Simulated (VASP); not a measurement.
# Y (Fm-3m) in VASP: a series of runs

Y is run at these levels: PBE, HSE06; tasks: single point.

All numbers are computed with VASP 6.6.1; they aren't measurements. Logs are shortened: lines on timing, memory, paths and dates and some standing lists are left out, and cuts for length are marked.

### 1 The cell of the first run

It takes space group Fm-3m (No. 225, cubic). Conventional cell: a = 5.258 Å, b = 5.258 Å, c = 5.258 Å, α = 90.00°, β = 90.00°, γ = 90.00°. Y (site symmetry m-3m) has 12 Y at 3.72 Å within 4.9 Å.

### 2 Single point, PBE, collinear spin, ferromagnetic start (volume scaled by 1.12)

Input file INCAR:

```
PREC = Accurate ; ENCUT = 520
EDIFF = 1E-6 ; ISMEAR = -1
SIGMA = 0.05 ; LREAL = F
LASPH = T ; NELM = 150
ALGO = Normal ; ISIF = 2
LWAVE = F ; LCHARG = F
ISPIN = 2 ; MAGMOM = 1
LORBIT = 11 ; LMAXMIX = 4
GGA = PE ; NBANDS = 16
```

Input file KPOINTS:

```
regular mesh
0
Gamma
  12 12 12
```

Input file POSCAR:

```
Y
1.0
    0.0000000000      2.6287903802      2.6287903802
    2.6287903802      0.0000000000      2.6287903802
    2.6287903802      2.6287903802      0.0000000000
Y
1
Direct
    0.0000000000      0.0000000000      0.0000000000
```

Potentials or basis: VASP PAW PBE potentials, release 64 (Y_sv).

On the command line:

```bash
$ cat potpaw_PBE.64/Y_sv/POTCAR > POTCAR
$ mpirun -np 1 vasp_std > vasp.out
```

OUTCAR:

```text
PREC = Accurate
   ENCUT = 520
   EDIFF = 1E-6
   ISMEAR = -1
   LREAL = F
   LASPH = T
   NELM = 150
   ISIF = 2
   ISPIN = 2
   LORBIT = 11
   GGA = PE

 ion  position               nearest neighbor table
   1  0.000  0.000  0.000-

  LATTYP: Found a face centered cubic cell.
 ALAT       =     5.2575807604

  Lattice vectors:

 A1 = (   0.0000000000,   2.6287903802,   2.6287903802)
 A2 = (   2.6287903802,   0.0000000000,   2.6287903802)
 A3 = (   2.6287903802,   2.6287903802,   0.0000000000)

Analysis of symmetry for initial positions (statically):
=====================================================================
 Subroutine PRICEL returns:
 Original cell was already a primitive cell.

 Routine SETGRP: Setting up the symmetry group for a
 face centered cubic supercell.

 Subroutine GETGRP returns: Found 48 space group operations
 (whereof 48 operations were pure point group operations)
 out of a pool of 48 trial point group operations.

The static configuration has the point symmetry O_h .

Analysis of symmetry for dynamics (positions and initial velocities):
=====================================================================
 Subroutine PRICEL returns:
 Original cell was already a primitive cell.

 Routine SETGRP: Setting up the symmetry group for a
 face centered cubic supercell.

 Subroutine GETGRP returns: Found 48 space group operations
 (whereof 48 operations were pure point group operations)
 out of a pool of 48 trial point group operations.

The dynamic configuration has the point symmetry O_h .

Analysis of structural, dynamic, and magnetic symmetry:
=====================================================================
 Subroutine PRICEL returns:
 Original cell was already a primitive cell.

 Routine SETGRP: Setting up the symmetry group for a
 face centered cubic supercell.

 Subroutine GETGRP returns: Found 48 space group operations
 (whereof 48 operations were pure point group operations)
 out of a pool of 48 trial point group operations.

The overall configuration has the point symmetry O_h .

 Subroutine INISYM returns: Found 48 space group operations
 (whereof 48 operations are pure point group operations),
 and found     1 'primitive' translations

----------------------------------------------------------------------------------------

                                     Primitive cell

  volume of cell :      36.3327

[... 89 lines left out ...]
   NSW    =      0    number of steps for IOM
   IBRION =     -1    ionic relax: 0-MD 1-quasi-New 2-CG
   NFREE  =      0    steps in history (QN), initial steepest desc. (CG)
   ISIF   =      2    stress and relaxation
   ISYM   =      2    0-nonsym 1-usesym 2-fastsym
   POTIM  = 0.5000    time-step for ionic-motion
   TEBEG  =    0.0;   TEEND  =   0.0 temperature during run
   PSTRESS=    0.0 pullay stress
   NELECT =      11.0000    total number of electrons
   NUPDOWN=      -1.0000    fix difference up-down
   EMIN   =  10.00;   EMAX   =-10.00  energy-range for DOS
[... 5 lines left out ...]
     AMIX     =   0.40;   BMIX     =  1.00
     AMIX_MAG =   1.60;   BMIX_MAG =  1.00
  volume/ion in A,a.u.               =      36.33       245.19
  Fermi-wavevector in a.u.,A,eV,Ry     =   1.099275  2.077329 16.441362  1.208406
  Thomas-Fermi vector in A             =   2.235667
   LORBIT       =     11    0 simple, 1 ext, 2 COOP (PROOUT), +10 PAW based schemes
   GGA     = PE    functional components
   LHFCALC =     F    Hartree Fock is set to
   AEXX    =    0.0000 exact exchange contribution
   IVDW    =     0    specifies the selected vdW correction
   LEPSILON=     F    determine dielectric tensor
   LRPA    =     F    only Hartree local field effects (RPA)
 spin polarized calculation
  energy-cutoff  :      520.00
  volume of cell :       36.33
 maximum number of plane-waves:      1002
   NGX = 13   NGY = 13   NGZ = 13

 number of electron      11.0000000 magnetization       0.0007198

 Free energy of the ion-electron system (eV)
  ---------------------------------------------------
  ext. energy  EPLUGINS =         0.00000000
  ---------------------------------------------------
  free energy    TOTEN  =        -6.36296176 eV

  energy without entropy =       -6.34648074  energy(sigma->0) =       -6.35472125

 E-fermi :   2.5822     XC(G=0):  -9.0454

 val. band max:        2.5808177446   @ k =   0.5000   0.3333   0.1667
 cond. band min:       2.5949651735   @ k =  -0.4167   0.1667   0.0000
 fundamental gap:      0.0141474288
 Fermi energy:         2.5822429211

 spin component 1

 k-point     1 :       0.0000    0.0000    0.0000
  band No.  band energies     occupation
      1     -40.3935      1.00000
      2     -20.1536      1.00000
      3     -20.1536      1.00000
      4     -20.1536      1.00000
      5      -1.9925      1.00000
      6       4.2400      0.00000
[... 435 lines left out ...]
      5       1.2371      1.00000
      6       2.5950      0.43673
[... 8 lines left out ...]
     15      18.6432      0.00000
     16      19.4839      0.00000

 [... further k-points ...]

 spin component 2

 k-point     1 :       0.0000    0.0000    0.0000
  band No.  band energies     occupation
      1     -40.3932      1.00000
      2     -20.1534      1.00000
      3     -20.1534      1.00000
      4     -20.1534      1.00000
      5      -1.9916      1.00000
      6       4.2402      0.00000
[... 435 lines left out ...]
      5       1.2377      1.00000
      6       2.5956      0.43381
[... 8 lines left out ...]
     15      18.6438      0.00000
     16      19.4844      0.00000

 [... further k-points ...]
[... 5 lines left out ...]
  --------------------------------------------------------------------------------------
  -------------------------------------------------------------------------------------
  Total       -0.8464398     -0.8464398     -0.8464398     -0.0000000     -0.0000000     -0.0000000
  in kB      -37.3257699    -37.3257699    -37.3257699     -0.0000000     -0.0000000     -0.0000000
  external PRESSURE =     -37.3257699 kB  Pullay stress =       0.0000000 kB

 VOLUME and BASIS-vectors are now :
 -----------------------------------------------------------------------------
  energy-cutoff  :      520.00
  volume of cell :       36.33
      direct lattice vectors                 reciprocal lattice vectors
     0.000000000  2.628790380  2.628790380    -0.190201548  0.190201548  0.190201548
     2.628790380  0.000000000  2.628790380     0.190201548 -0.190201548  0.190201548
     2.628790380  2.628790380  0.000000000     0.190201548  0.190201548 -0.190201548

 POSITION                                       TOTAL-FORCE (eV/Angst)
 -----------------------------------------------------------------------------------
      0.00000      0.00000      0.00000        -0.000000      0.000000     -0.000000
 -----------------------------------------------------------------------------------
    total drift:                                0.000000     -0.000000     -0.000000

  FREE ENERGIE OF THE ION-ELECTRON SYSTEM (eV)
  ---------------------------------------------------
  free  energy   TOTEN  =        -6.3629617551 eV

  energy  without entropy=       -6.3464807420  energy(sigma->0) =       -6.35472125

 total charge

# of ion       s       p       d       f       tot
--------------------------------------------------
    1        2.266   6.182   0.854   0.004   9.306

 magnetization (x)

# of ion       s       p       d       f       tot
--------------------------------------------------
    1        0.000   0.000   0.000   0.000   0.000
```

OSZICAR:

```text
N       E                     dE             d eps       ncg     rms          rms(c)
DAV:   1     0.298131024778E+02    0.29813E+02   -0.53504E+03  4608   0.645E+02
DAV:   2    -0.517126146556E+01   -0.34984E+02   -0.33740E+02  6072   0.148E+02
DAV:   3    -0.644710420381E+01   -0.12758E+01   -0.12646E+01  5920   0.184E+01
DAV:   4    -0.647422673143E+01   -0.27123E-01   -0.27114E-01  5816   0.241E+00
DAV:   5    -0.647484305103E+01   -0.61632E-03   -0.61631E-03  5800   0.266E-01    0.221E+01
DAV:   6    -0.639232068157E+01    0.82522E-01   -0.18370E-01  5264   0.229E+00    0.136E+01
DAV:   7    -0.634678737545E+01    0.45533E-01   -0.12018E-01  5592   0.200E+00    0.731E+00
DAV:   8    -0.636175894112E+01   -0.14972E-01   -0.33299E-02  6112   0.101E+00    0.120E+00
DAV:   9    -0.636236037492E+01   -0.60143E-03   -0.58512E-03  5128   0.453E-01    0.707E-01
DAV:  10    -0.636290053478E+01   -0.54016E-03   -0.32448E-03  4872   0.371E-01    0.881E-02
DAV:  11    -0.636294389918E+01   -0.43364E-04   -0.33947E-04  5144   0.110E-01    0.134E-01
DAV:  12    -0.636295792113E+01   -0.14022E-04   -0.38689E-05  6792   0.399E-02    0.778E-02
DAV:  13    -0.636296086249E+01   -0.29414E-05   -0.57844E-06  5464   0.168E-02    0.117E-02
DAV:  14    -0.636296175511E+01   -0.89262E-06   -0.10583E-06  4848   0.681E-03
   1 F= -.63629618E+01 E0= -.63547212E+01  d E =-.164810E-01  mag=    -0.0001
```

stdout:

```text
POSCAR found type information on POSCAR Y
 POSCAR found :  1 types and       1 ions
 scaLAPACK will be used
 LDA part: xc-table for (Slater+PW92), standard interpolation
 POSCAR, INCAR and KPOINTS ok, starting setup
 FFT: planning ... GRIDC
 FFT: planning ... GRID_SOFT
 FFT: planning ... GRID
 WAVECAR not read
 entering main loop
```

Run time: 87 s. Hardware: 1 thread of Intel Xeon 6975P-C (Granite Rapids), shared host; peak memory 0.22 GiB.

What came out:

```
Free energy                                           : -6.3630 eV
Pressure                                              : -3.7 GPa
Net moment                                            : 0.00 μB per cell
Valence electrons inside the program's atomic spheres : Y 9.31
```

Caveat: the cell differs from its parent crystal (volume scaled by 1.12).

### 3 Single point, PBE

This run uses another cell than the first one, of 32.58 Å³/atom, 0.897 times its volume.

Input file INCAR:

```
ALGO = Normal ; EDIFF = 1E-6
ENCUT = 520 ; GGA = PE
ISIF = 2 ; ISMEAR = -1
LASPH = True ; LCHARG = False
LREAL = False ; LWAVE = False
NBANDS = 12 ; NELM = 100
PREC = Accurate ; SIGMA = 0.1
```

Input file KPOINTS:

```
k-points
0
Gamma
  6 6 6
```

Input file POSCAR:

```
Y
1.0
    0.0000000000      2.5350693196      2.5350693196
    2.5350693196      0.0000000000      2.5350693196
    2.5350693196      2.5350693196      0.0000000000
Y
1
Direct
    0.0000000000      0.0000000000      0.0000000000
```

Potentials or basis: VASP PAW PBE potentials, release 64 (Y_sv).

On the command line:

```bash
$ cat potpaw_PBE.64/Y_sv/POTCAR > POTCAR
$ mpirun -np 1 vasp_std > vasp.out
```

Run time: 10 s. Hardware: 1 thread of Oxide Virtual Turin-like, shared host; peak memory 0.13 GiB.

The run converged. Its results:

- Free energy: -6.4399 eV
- Pressure: -0.1 GPa

Levels at points of the mesh, in eV from the Fermi level:
```
           k point  band 1  band 2  band 3  band 4  band 5  band 6  band 7  band 8  band 9  band 10
(0.00, 0.00, 0.00)  -42.68  -22.38  -22.38  -22.38   -4.75    1.79    1.79    1.79    3.79     3.79
(0.50, 0.00, 0.00)  -42.62  -22.95  -22.46  -22.46   -1.97    0.61    1.62    1.62    5.23     5.23
(0.50, 0.50, 0.00)  -42.60  -22.91  -22.58  -22.58   -1.74   -0.86    2.07    5.25    5.65     5.65
```

### 4 Single point, HSE06

This run uses another cell than the first one, of 32.58 Å³/atom, 0.897 times its volume.

POSCAR is that of step 3.

Input file INCAR.step1:

```
ALGO = Normal ; EDIFF = 1E-5
ENCUT = 520 ; GGA = PE
ISIF = 2 ; ISMEAR = -1
LASPH = True ; LCHARG = False
LREAL = False ; LWAVE = True
NBANDS = 12 ; NELM = 80
PREC = Accurate ; SIGMA = 0.1
```

Input file INCAR.step2:

```
ALGO = Normal ; EDIFF = 1E-6
ENCUT = 520 ; GGA = PE
HFSCREEN = 0.2079 ; ISIF = 2
ISMEAR = -1 ; ISTART = 1
LASPH = True ; LCHARG = False
LHFCALC = True ; LREAL = False
LWAVE = False ; NBANDS = 12
NELM = 80 ; PREC = Accurate
PRECFOCK = Normal ; SIGMA = 0.1
```

KPOINTS is that of step 3.

On the command line:

```bash
$ cat potpaw_PBE.64/Y_sv/POTCAR > POTCAR
$ cp INCAR.step1 INCAR
$ mpirun -np 1 vasp_std > vasp.out
$ cp INCAR.step2 INCAR
$ mpirun -np 1 vasp_std > vasp.out
```

It took 23 min on 1 thread of Oxide Virtual Turin-like, shared host; peak memory 0.25 GiB.

The run converged. Its results:

```yaml
Free_energy: -7.2379 eV
Pressure: 1.3 GPa
```

Levels at points of the mesh, in eV from the Fermi level:
| k point | band 2 | band 3 | band 4 | band 5 | band 6 | band 7 | band 8 | band 9 |
| --- | --- | --- | --- | --- | --- | --- | --- | --- |
| (0.00, 0.00, 0.00) | -24.40 | -24.40 | -24.40 | -5.71 | 2.35 | 2.35 | 2.35 | 4.53 |
| (0.50, 0.00, 0.00) | -25.03 | -24.48 | -24.48 | -2.24 | 0.36 | 2.14 | 2.14 | 6.03 |
| (0.50, 0.50, 0.00) | -24.98 | -24.62 | -24.62 | -2.03 | -0.90 | 2.13 | 6.07 | 6.47 |

Caveat: the PAW data sets were made with another functional, which shifts forces and pressure a little.

### 5 The runs side by side

| level | spin | cell | k mesh | smearing | grid for exact exchange (PRECFOCK) | screening parameter | gap on the mesh (eV) | pressure (GPa) |
| --- | --- | --- | --- | --- | --- | --- | --- | --- |
| PBE | collinear, ferromagnetic start | a = 3.718 Å, angles 60.0°, 1 atom | 12 × 12 × 12 | fermi-dirac 0.05 eV | - | - | none | -3.7 |
| PBE | off | a = 3.585 Å, angles 60.0°, 1 atom | 6 × 6 × 6 | fermi-dirac 0.1 eV | - | - | none | -0.1 |
| HSE06 | off | a = 3.585 Å, angles 60.0°, 1 atom | 6 × 6 × 6 | fermi-dirac 0.1 eV | Normal | 0.2079 1/Å | none | 1.3 |

Alike in all rows: task single point; potentials or basis VASP PAW PBE potentials, release 64 (Y_sv); cutoff (eV) 520.

Caveats: the PAW data sets were made with another functional, which shifts forces and pressure a little (some runs).

Total energies depend on the potentials used, so only differences within one code and one set of settings carry meaning.
